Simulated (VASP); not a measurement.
# BN in VASP: a series of runs

The runs below take BN through single point, relaxation of cell and atoms, with PBE+D3(BJ).

All numbers are computed with VASP 6.6.1; they aren't measurements. Logs are shortened: lines on timing, memory, paths and dates and some standing lists are left out, and cuts for length are marked.

## 1. The cell of the first run

The typed cell holds 4 atoms: a = 2.506 Å, b = 2.506 Å, c = 6.603 Å, α = 90.00°, β = 90.00°, γ = 120.00°.

## 2. Single point, PBE+D3(BJ) (all B atoms moved 0.04 Å in one direction, then relaxed in part)

Input file INCAR:

```
SYSTEM = BN
ALGO = Normal
EDIFF = 1E-7
ENCUT = 520
GGA = PE
ISIF = 2
ISMEAR = 0
IVDW = 12
LASPH = .True.
LCHARG = .False.
LREAL = .False.
LWAVE = .False.
NBANDS = 16
NELM = 60
PREC = Accurate
SIGMA = 0.05
```

Input file KPOINTS:

```
k-points
0
Gamma
  12 12 4
  0 0 0
```

Input file POSCAR:

```
BN
1.0
    2.5064419943     -0.0000023917     -0.0000790546
   -1.2532230685      2.1706412443     -0.0000790546
   -0.0002086995     -0.0003614782      6.6025304223
B N
2 2
Direct
    0.3333076418      0.6666928739      0.2499994240
    0.6666928739      0.3333076418      0.7499994240
    0.3333611812      0.6666383031      0.7500005760
    0.6666383031      0.3333611812      0.2500005760
```

Potentials or basis: VASP PAW PBE potentials, release 64 (B, N).

The run is started by

```console
cat potpaw_PBE.64/B/POTCAR potpaw_PBE.64/N/POTCAR > POTCAR
mpirun -np 1 vasp_std > vasp.out
```

OUTCAR:

```text
SYSTEM = BN
   EDIFF = 1E-7
   ENCUT = 520
   GGA = PE
   ISIF = 2
   ISMEAR = 0
   IVDW = 12
   LASPH = .True.
   LREAL = .False.
   NELM = 60
   PREC = Accurate
 IVDW          = 12

 ion  position               nearest neighbor table
   1  0.333  0.667  0.250-   4 1.45   4 1.45   4 1.45
   2  0.667  0.333  0.750-   3 1.45   3 1.45   3 1.45
   3  0.333  0.667  0.750-   2 1.45   2 1.45   2 1.45
   4  0.667  0.333  0.250-   1 1.45   1 1.45   1 1.45

  LATTYP: Found a base centered monoclinic cell.
 ALAT       =     2.5064378567
 B/A-ratio  =     1.7320546211
 C/A-ratio  =     2.6342286596
 COS(beta)  =    -0.0001262993

  Lattice vectors:

 A1 = (   2.5064419943,  -0.0000023917,  -0.0000790546)
 A2 = (  -1.2532230685,   2.1706412443,  -0.0000790546)
 A3 = (  -0.0002086995,  -0.0003614782,   6.6025304223)

Analysis of symmetry for initial positions (statically):
=====================================================================
 Subroutine PRICEL returns:
 Original cell was already a primitive cell.

 Routine SETGRP: Setting up the symmetry group for a
 base centered monoclinic supercell.

 Subroutine GETGRP returns: Found  4 space group operations
 (whereof  2 operations were pure point group operations)
 out of a pool of  4 trial point group operations.

The static configuration has the point symmetry S_2 .
 The point group associated with its full space group is C_2h.

Analysis of symmetry for dynamics (positions and initial velocities):
=====================================================================
 Subroutine PRICEL returns:
 Original cell was already a primitive cell.

 Routine SETGRP: Setting up the symmetry group for a
 base centered monoclinic supercell.

 Subroutine GETGRP returns: Found  4 space group operations
 (whereof  2 operations were pure point group operations)
 out of a pool of  4 trial point group operations.

The dynamic configuration has the point symmetry S_2 .
 The point group associated with its full space group is C_2h.

 Subroutine INISYM returns: Found  4 space group operations
 (whereof  2 operations are pure point group operations),
 and found     1 'primitive' translations

----------------------------------------------------------------------------------------

                                     Primitive cell

  volume of cell :      35.9216

  direct lattice vectors                    reciprocal lattice vectors
     2.506441994 -0.000002392 -0.000079055     0.398972151  0.230347187  0.000025222
    -1.253223069  2.170641244 -0.000079055     0.000000440  0.460693611  0.000025222
    -0.000208699 -0.000361478  6.602530422     0.000004777  0.000008274  0.151457084

  length of vectors
     2.506441996  2.506441996  6.602530435     0.460693612  0.460693612  0.151457084

  position of ions in fractional coordinates (direct lattice)
     0.333307642  0.666692874  0.249999424
     0.666692874  0.333307642  0.749999424
     0.333361181  0.666638303  0.750000576
     0.666638303  0.333361181  0.250000576

  ion indices of the primitive-cell ions
   primitive index   ion index
                 1           1
                 2           2
                 3           3
                 4           4

----------------------------------------------------------------------------------------

 KPOINTS: k-points

Automatic generation of k-mesh.
 Grid dimensions read from file:
 generate k-points for:   12   12    4

 Generating k-lattice:

  Cartesian coordinates                     Fractional coordinates (reciprocal lattice)
     0.033247679  0.019195599  0.000002102     0.083333333 -0.000000000  0.000000000
     0.000000037  0.038391134  0.000002102    -0.000000000  0.083333333  0.000000000
     0.000001194  0.000002069  0.037864271    -0.000000000 -0.000000000  0.250000000

  Length of vectors
     0.038391134  0.038391134  0.037864271

  Shift w.r.t. Gamma in fractional coordinates (k-lattice)
     0.000000000  0.000000000  0.000000000

 Subroutine IBZKPT returns following result:
 ===========================================

 Found    164 irreducible k-points:

 Following reciprocal coordinates:
            Coordinates               Weight
  0.000000  0.000000  0.000000      1.000000
  0.083333 -0.000000  0.000000      4.000000
  0.166667 -0.000000 -0.000000      4.000000
  0.250000  0.000000  0.000000      4.000000
  0.333333 -0.000000 -0.000000      4.000000
  0.416667 -0.000000  0.000000      4.000000
[... 16 lines left out ...]
  0.500000  0.166667 -0.000000      4.000000
 -0.416667  0.166667  0.000000      4.000000
 [... further k-points ...]
   k-points           NKPTS =    164   k-points in BZ     NKDIM =    164   number of bands    NBANDS=     16
   number of dos      NEDOS =    301   number of ions     NIONS =      4
   total plane-waves  NPLWV =  20000
   dimension x,y,z NGX =    20 NGY =   20 NGZ =   50
   dimension x,y,z NGXF=    40 NGYF=   40 NGZF=  100
   ions per type =               2   2
   NGX,Y,Z   is equivalent  to a cutoff of  13.27, 13.27, 12.59 a.u.
   NGXF,Y,Z  is equivalent  to a cutoff of  26.53, 26.53, 25.18 a.u.
 SYSTEM =  BN
   PREC   = accura    normal or accurate (medium, high low for compatibility)
   ISTART =      0    job   : 0-new  1-cont  2-samecut
   ICHARG =      2    charge: 1-file 2-atom 10-const
   ISPIN  =      1    spin polarized calculation?
   LNONCOLLINEAR =      F non collinear calculations
   LSORBIT =      F    spin-orbit coupling
   LASPH  =      T    aspherical Exc in radial PAW
   ENCUT  =  520.0 eV  38.22 Ry    6.18 a.u.   4.66  4.66 12.28*2*pi/ulx,y,z
   NELM   =     60;   NELMIN=  2; NELMDL= -5     # of ELM steps
   EDIFF  = 0.1E-06   stopping-criterion for ELM
   LREAL  =      F    real-space projection
   EDIFFG = 0.1E-05   stopping-criterion for IOM
   NSW    =      0    number of steps for IOM
   IBRION =     -1    ionic relax: 0-MD 1-quasi-New 2-CG
   NFREE  =      0    steps in history (QN), initial steepest desc. (CG)
   ISIF   =      2    stress and relaxation
   ISYM   =      2    0-nonsym 1-usesym 2-fastsym
   POTIM  = 0.5000    time-step for ionic-motion
   TEBEG  =    0.0;   TEEND  =   0.0 temperature during run
   PSTRESS=    0.0 pullay stress
   NELECT =      16.0000    total number of electrons
   NUPDOWN=      -1.0000    fix difference up-down
   EMIN   =  10.00;   EMAX   =-10.00  energy-range for DOS
   EFERMI =   0.00;   METHOD = LEGACY
   ISMEAR =     0;   SIGMA  =   0.05  broadening in eV -4-tet -1-fermi 0-gaus
   EFERMI_NEDOS =   21; number of points for ismear=-14 and -15
   IALGO  =     38    algorithm
   IMIX   =      4    mixing-type and parameters
     AMIX     =   0.40;   BMIX     =  1.00
     AMIX_MAG =   1.60;   BMIX_MAG =  1.00
  volume/ion in A,a.u.               =       8.98        60.60
  Fermi-wavevector in a.u.,A,eV,Ry     =   1.250248  2.362626 21.267543  1.563120
  Thomas-Fermi vector in A             =   2.384251
   LORBIT       =      0    0 simple, 1 ext, 2 COOP (PROOUT), +10 PAW based schemes
   GGA     = PE    functional components
   LHFCALC =     F    Hartree Fock is set to
   AEXX    =    0.0000 exact exchange contribution
   IVDW    =    12    specifies the selected vdW correction
   LEPSILON=     F    determine dielectric tensor
   LRPA    =     F    only Hartree local field effects (RPA)
 non-spin polarized calculation
 Gauss-broadening in eV      SIGMA  =   0.05
  energy-cutoff  :      520.00
  volume of cell :       35.92
 maximum number of plane-waves:       985
   NGX =  9   NGY =  9   NGZ = 25

 number of electron      15.9999997 magnetization

 Free energy of the ion-electron system (eV)
  ---------------------------------------------------
  ext. energy  EPLUGINS =         0.00000000
  ---------------------------------------------------
  free energy    TOTEN  =       -35.15026598 eV

  energy without entropy =      -35.15026598  energy(sigma->0) =      -35.15026598

 E-fermi :   2.5781     XC(G=0): -10.1017

 val. band max:        2.3077641196   @ k =   0.3333   0.2500  -0.0000
 cond. band min:       6.5699522228   @ k =   0.5000   0.0000   0.0000
 fundamental gap:      4.2621881032
 Fermi energy:         2.5781306690

 k-point     1 :       0.0000    0.0000    0.0000
  band No.  band energies     occupation
      1     -15.4806      2.00000
      2     -15.1729      2.00000
      3      -3.9176      2.00000
      4      -1.7305      2.00000
      5       0.9725      2.00000
      6       0.9727      2.00000
[... 8 lines left out ...]
     15      14.5185      0.00000
     16      15.3050      0.00000

 k-point     2 :       0.0833   -0.0000    0.0000
  band No.  band energies     occupation
      1     -15.3448      2.00000
      2     -15.0418      2.00000
      3      -3.7312      2.00000
      4      -1.5637      2.00000
      5       0.4151      2.00000
      6       0.4505      2.00000
[... 8 lines left out ...]
     15      14.7983      0.00000
     16      15.0071      0.00000

 k-point     3 :       0.1667   -0.0000   -0.0000
  band No.  band energies     occupation
      1     -14.9446      2.00000
      2     -14.6562      2.00000
      3      -3.1791      2.00000
      4      -1.0739      2.00000
      5      -0.9993      2.00000
      6      -0.9563      2.00000
[... 8 lines left out ...]
     15      16.1360      0.00000
     16      16.1492      0.00000

 k-point     4 :       0.2500    0.0000    0.0000
  band No.  band energies     occupation
      1     -14.3067      2.00000
      2     -14.0440      2.00000
      3      -2.7956      2.00000
      4      -2.7305      2.00000
      5      -2.2861      2.00000
      6      -0.6513      2.00000
[... 8 lines left out ...]
     15      17.7524      0.00000
     16      18.2962      0.00000

 k-point     5 :       0.3333   -0.0000   -0.0000
  band No.  band energies     occupation
      1     -13.4974      2.00000
      2     -13.2765      2.00000
      3      -4.5834      2.00000
      4      -4.4973      2.00000
      5      -1.2789      2.00000
      6      -1.2137      2.00000
[... 8 lines left out ...]
     15      18.0212      0.00000
     16      20.8189      0.00000

 k-point     6 :       0.4167   -0.0000    0.0000
  band No.  band energies     occupation
      1     -12.6877      2.00000
      2     -12.5370      2.00000
      3      -6.0053      2.00000
      4      -5.9187      2.00000
      5      -1.6903      2.00000
      6      -1.6223      2.00000
[... 8 lines left out ...]
     15      17.5772      0.00000
     16      21.4131      0.00000
[... 267 lines left out ...]
 k-point    21 :       0.3333    0.1667   -0.0000
  band No.  band energies     occupation
      1     -12.4066      2.00000
      2     -12.2713      2.00000
      3      -5.7652      2.00000
      4      -5.6863      2.00000
      5      -3.0129      2.00000
      6      -2.9357      2.00000
[... 8 lines left out ...]
     15      17.2077      0.00000
     16      20.3879      0.00000

 k-point    22 :       0.4167    0.1667    0.0000
  band No.  band energies     occupation
      1     -12.0371      2.00000
      2     -11.9722      2.00000
      3      -6.2729      2.00000
      4      -6.1908      2.00000
      5      -3.1861      2.00000
      6      -3.1053      2.00000
[... 8 lines left out ...]
     15      16.9405      0.00000
     16      20.4154      0.00000

 k-point    23 :       0.5000    0.1667   -0.0000
  band No.  band energies     occupation
      1     -12.4066      2.00000
      2     -12.2713      2.00000
      3      -5.7652      2.00000
      4      -5.6863      2.00000
      5      -3.0129      2.00000
      6      -2.9357      2.00000
[... 8 lines left out ...]
     15      17.2078      0.00000
     16      20.3879      0.00000

 k-point    24 :      -0.4167    0.1667    0.0000
  band No.  band energies     occupation
      1     -13.1668      2.00000
      2     -12.9628      2.00000
      3      -4.5619      2.00000
      4      -4.5117      2.00000
      5      -2.4867      2.00000
      6      -2.4199      2.00000
[... 8 lines left out ...]
     15      16.6369      0.00000
     16      18.5634      0.00000

 [... further k-points ...]

------------------------ aborting loop because EDIFF is reached ----------------------------------------

 Edisp (eV)   -0.56742

 E8    (eV) :    -0.1663

  FORCE on cell =-STRESS in cart. coord.  units (eV):
  Direction    XX          YY          ZZ          XY          YZ          ZX
  --------------------------------------------------------------------------------------
  -------------------------------------------------------------------------------------
  Total       0.03769     0.03760    -0.01968    -0.00008     0.00012     0.00007
  in kB       1.68090     1.67692    -0.87776    -0.00344     0.00554     0.00320
  external pressure =        0.83 kB  Pullay stress =        0.00 kB

 VOLUME and BASIS-vectors are now :
 -----------------------------------------------------------------------------
  energy-cutoff  :      520.00
  volume of cell :       35.92
      direct lattice vectors                 reciprocal lattice vectors
     2.506441994 -0.000002392 -0.000079055     0.398972151  0.230347187  0.000025222
    -1.253223069  2.170641244 -0.000079055     0.000000440  0.460693611  0.000025222
    -0.000208699 -0.000361478  6.602530422     0.000004777  0.000008274  0.151457084

 POSITION                                       TOTAL-FORCE (eV/Angst)
 -----------------------------------------------------------------------------------
     -0.00015      1.44706      1.65055        -0.000306      0.000176      0.000000
      1.25316      0.72322      4.95181         0.000306     -0.000176      0.000000
     -0.00005      1.44676      4.95182        -0.000323      0.000187      0.000000
      1.25306      0.72352      1.65056         0.000323     -0.000187      0.000000
 -----------------------------------------------------------------------------------
    total drift:                                0.000551      0.001081     -0.009699

  FREE ENERGIE OF THE ION-ELECTRON SYSTEM (eV)
  ---------------------------------------------------
  free  energy   TOTEN  =       -35.7176828635 eV

  energy  without entropy=      -35.7176828635  energy(sigma->0) =      -35.71768286
```

Run time: 45 s. Hardware: 1 thread of AMD EPYC 9R45 (Zen 5), shared host; peak memory 0.19 GiB.

What came out:

* Free energy: -35.7177 eV
* Pressure: 0.1 GPa
* Band gap on the k mesh: 4.26 eV, indirect (least direct gap 4.63 eV)
* Dispersion energy per atom: -0.142 eV

Stress tensor (GPa, compression positive):
```
 0.17  0.00  0.00
 0.00  0.17  0.00
 0.00  0.00 -0.09
```

Caveat: the cell differs from its parent crystal (all B atoms moved 0.04 Å in one direction, then relaxed in part).

(Part 1 of 2 ends here.)
